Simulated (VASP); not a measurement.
Here is a VASP 6.6.1 calculation.

File POSCAR:

```
Pd
1.0
    0.0000000000      1.9721147795      1.9721147795
    1.9721147795      0.0000000000      1.9721147795
    1.9721147795      1.9721147795      0.0000000000
Pd
1
Direct
    0.0000000000      0.0000000000      0.0000000000
```

File INCAR.step1:

```
ALGO     = Normal         # electronic algorithm
EDIFF    = 1E-5           # SCF threshold, eV
ENCUT    = 520            # plane-wave cutoff, eV
GGA      = PE             # functional
ISIF     = 2              # what is computed and relaxed
ISMEAR   = -1             # smearing method
LASPH    = T              # aspherical terms in the spheres
LCHARG   = F              # write CHGCAR
LREAL    = F              # projectors in reciprocal space
LWAVE    = T              # write WAVECAR
NBANDS   = 11             # bands
NELM     = 80             # most SCF steps
PREC     = Accurate       # precision mode
SIGMA    = 0.05           # smearing width, eV
```

File INCAR.step2:

```
AEXX     = 0.5            # exact-exchange fraction
AGGAC    = 1.0          
AGGAX    = 0.5          
ALDAC    = 0.0          
ALDAX    = 0.5          
ALGO     = Normal         # electronic algorithm
EDIFF    = 1E-7           # SCF threshold, eV
ENCUT    = 520            # plane-wave cutoff, eV
GGA      = B5             # functional
ISIF     = 2              # what is computed and relaxed
ISMEAR   = -1             # smearing method
ISTART   = 1            
LASPH    = T              # aspherical terms in the spheres
LCHARG   = F              # write CHGCAR
LHFCALC  = T              # exact exchange
LREAL    = F              # projectors in reciprocal space
LWAVE    = F              # write WAVECAR
NBANDS   = 11             # bands
NELM     = 80             # most SCF steps
PREC     = Accurate       # precision mode
PRECFOCK = Normal       
SIGMA    = 0.05           # smearing width, eV
```

KPOINTS

```
k-points
0
Gamma
  6 6 6
```

Potentials or basis: VASP PAW PBE potentials, release 64 (Pd).

Launch:

```console
$ cat potpaw_PBE.64/Pd/POTCAR > POTCAR
$ cp INCAR.step1 INCAR
$ mpirun -np 1 vasp_std > vasp.out
$ cp INCAR.step2 INCAR
$ mpirun -np 1 vasp_std > vasp.out
```

(1) Estimate the pressure.

(2) Estimate the band gap on the k mesh.

Results:

(1) 0.4 GPa.

(2) zero (band 5 reaches 9.29 eV, above the bottom of band 6 at 4.96 eV).

Caveat: the k points lie up to 0.46 Å⁻¹ apart; the PAW data sets were made with another functional, which shifts forces and pressure a little.
